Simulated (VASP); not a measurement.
Input of a VASP 6.6.1 run:

INCAR

```
PREC     = Accurate       # precision mode
ENCUT    = 500            # plane-wave cutoff, eV
EDIFF    = 1E-6           # SCF threshold, eV
ISMEAR   = -1             # smearing method
SIGMA    = 0.1            # smearing width, eV
LREAL    = False          # projectors in reciprocal space
LASPH    = True           # aspherical terms in the spheres
NELM     = 120            # most SCF steps
ALGO     = Normal         # electronic algorithm
ISIF     = 2              # what is computed and relaxed
LWAVE    = False          # write WAVECAR
LCHARG   = False          # write CHGCAR
GGA      = PE             # functional
NBANDS   = 12             # bands
GGA_COMPAT= False
```

The input KPOINTS:

```
Automatic mesh
0
Gamma
  15 15 15
```

Contents of POSCAR:

```
Ag
1.0
   -1.7152566264      1.7152566264      1.7152566264
    1.7152566264     -1.7152566264      1.7152566264
    1.7152566264      1.7152566264     -1.7152566264
Ag
1
Direct
    0.0000000000      0.0000000000      0.0000000000
```

Potentials or basis: VASP PAW PBE potentials, release 64 (Ag).

Command:

```console
$ cat potpaw_PBE.64/Ag/POTCAR > POTCAR
$ mpirun -np 1 vasp_std > vasp.out
```

(1) Estimate the pressure.

## Answers

(1) -7.4 GPa.
